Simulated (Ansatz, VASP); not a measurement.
# TiO2 in VASP and in Ansatz

File INCAR:

```
SYSTEM = TiO2
PREC = Accurate
ENCUT = 520
EDIFF = 1E-7
ISMEAR = -1
SIGMA = 0.08
LREAL = .False.
LASPH = .True.
NELM = 100
ALGO = Normal
ISIF = 2
LWAVE = .False.
LCHARG = .False.
GGA = PE
NBANDS = 33
```

Contents of KPOINTS:

```
regular mesh
0
Gamma
  13 13 13
  0 0 0
```

File POSCAR:

```
TiO2
1.0
   -1.8925000000      1.8925000000      4.6142900000
    1.8925000000     -1.8925000000      4.6142900000
    1.8925000000      1.8925000000     -4.6142900000
Ti O
2 4
Direct
    0.0000000000      0.0000000000      0.0000000000
    0.7500000000      0.2500000000      0.5000000000
    0.2066000000      0.2066000000      0.0000000000
    0.9566000000      0.4566000000      0.5000000000
    0.5434000000      0.0434000000      0.5000000000
    0.7934000000      0.7934000000      0.0000000000
```

Input for Ansatz:

```yaml
crystal:
  lattice:
    - [-1.8925, 1.8925, 4.61429]
    - [1.8925, -1.8925, 4.61429]
    - [1.8925, 1.8925, -4.61429]
  atoms:
    - { symbol: Ti, position: [0.0, 0.0, 0.0] }
    - { symbol: Ti, position: [0.75, 0.25, 0.5] }
    - { symbol: O, position: [0.2066, 0.2066, 0.0] }
    - { symbol: O, position: [0.9566, 0.4566, 0.5] }
    - { symbol: O, position: [0.5434, 0.0434, 0.5] }
    - { symbol: O, position: [0.7934, 0.7934, 0.0] }
kpoints:
  mp_grid: { grid: [13, 13, 13] }
  band_path:
    path:
      - [0.0, 0.0, 0.0]
      - [0.0, 0.0, 0.5]
      - [0.25, 0.25, 0.25]
      - [0.0, 0.5, 0.0]
      - [0.0, 0.0, 0.0]
      - [0.5, 0.5, -0.5]
      - [0.2920534871, 0.7079465129, -0.2920534871]
      - [-0.2920534871, 0.2920534871, 0.2920534871]
      - [0.0, 0.0, 0.0]
    npoints: 5
scf:
  occupations: { method: fermi_dirac, width: 0.08 }
hamiltonian:
  xc: pbe
  pseudopotentials: { kind: all_electron, lapw: { basis_error: 0.001 } }
output:
  forces: true
  stress: true
  eigenvalues: true
```

Change from the starting cell: zz strain of -3 %.

Alike in both runs: task single point; functional PBE; k mesh 13 × 13 × 13; occupations fermi-dirac, width 0.08 eV; no spin polarisation.

```csv
,VASP,Ansatz
version,VASP 6.6.1,Ansatz 0.2.0
potentials or method,"VASP PAW PBE potentials, release 64 (Ti_sv, O), cutoff 520 eV","all-electron LAPW, scalar-relativistic"
```

VASP gave:

| Quantity | Value |
| --- | --- |
| pressure (GPa) | 15.2 |
| traceless stress, the component that is largest in VASP (GPa) | 10.26 |
| rms of the force components (eV/Å) | 0.529 |

Task: Estimate Ansatz's values.

Result: Pressure (GPa): 14.4; traceless stress, the component that is largest in VASP (GPa): 9.97; rms of the force components (eV/Å): 0.511.

Atom by atom the forces differ by 0.018 eV/Å (rms over components). Ansatz ran all-electron here, and VASP with PAW potentials.
